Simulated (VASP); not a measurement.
Wanted: the native input for a VASP 6.6.1 run.

```
Task                   : single point
Functional             : LDA
Potentials or basis    : VASP PAW LDA potentials, release 64 (C_h)
Cutoff                 : 910 eV
k mesh                 : 13 × 13 × 13
Occupations            : fermi-dirac, width 0.05 eV
Spin                   : no spin polarisation
Dipole correction      : no
Second run             : hard_potentials
Further INCAR settings : ALGO = Normal; EDIFF = 1e-06; NBANDS = 11
```

The structure of C lies in POSCAR:

```
C
1.0
    0.0000000000      1.7714007132      1.7714007132
    1.7714007132      0.0000000000      1.7714007132
    1.7714007132      1.7714007132      0.0000000000
C
2
Direct
    0.7500000000      0.7500000000      0.7500000000
    0.5000000000      0.5000000000      0.5000000000
```

These files were run (other wordings do the same):

INCAR

```
  ALGO = Normal
  EDIFF = 1E-6
  ENCUT = 910
  GGA = CA
  GGA_COMPAT = F
  ISIF = 2
  ISMEAR = -1
  LASPH = T
  LCHARG = F
  LREAL = F
  LWAVE = F
  NBANDS = 11
  NELM = 120
  PREC = Accurate
  SIGMA = 0.05
```

KPOINTS

```
k-points
0
Gamma
  13 13 13
```

Potentials or basis: VASP PAW LDA potentials, release 64 (C_h).

Launch:

```bash
$ cat potpaw_LDA.64/C_h/POTCAR > POTCAR
$ mpirun -np 1 vasp_std > vasp.out
```

It gave:

```yaml
Pressure: -3.7 GPa
Band_gap_on_the_k_mesh: 4.16 eV, indirect (least direct gap 5.60 eV)
```

Caveat: the cutoff is under 1.25 times the usual one of these potentials, so pressure, stress and relaxed cells hold a basis-set (Pulay) error.

It used 29 s of CPU time on 1 thread of AMD EPYC 7R13 Processor (Zen 3), with other jobs on the host.
